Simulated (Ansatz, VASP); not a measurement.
**B: VASP beside Ansatz**

```xyz
4
Lattice="1.4651 -2.6534 0.0000 1.4651 2.6534 0.0000 0.0000 0.0000 3.2491" Properties=species:S:1:pos:R:3 pbc="T T T"
B     1.4651    1.8226    0.2921
B     1.4651   -0.8308    1.3324
B     1.4651   -1.8226    2.9570
B     1.4651    0.8308    1.9166
```

Alike in both runs: functional PBEsol; k mesh 6 × 6 × 6; occupations gaussian, width 0.1 eV; no spin polarisation.

Ansatz relaxed the structure, and its values are those at the end. VASP's run is a single point on that final structure, the one shown.

```csv
,VASP,Ansatz
version,VASP 6.6.1,Ansatz 0.2.0
potentials or method,"VASP PAW PBE potentials, release 64 (B), cutoff 520 eV","scalar-relativistic, plane waves, PAW"
valence electrons in the cell,12,12
```

VASP gave:

| Quantity | Value |
| --- | --- |
| gap on the k mesh at the Fermi level (eV) | none |
| pressure (GPa) | 0.1 |
| rms of the force components (eV/Å) | 0.010 |

**Question.** Estimate Ansatz's values.

**Answer.** gap on the k mesh at the Fermi level (eV): none; pressure (GPa): -0.2; rms of the force components (eV/Å): 0.012.

VASP's potentials were made for PBE, not for PBEsol. A gap of «none» marks a metal or a gap that the smearing closes. With one functional, cell and mesh, what is left measures potentials, basis and numerics.

The k mesh is coarse, so the values compare programs but aren't converged.
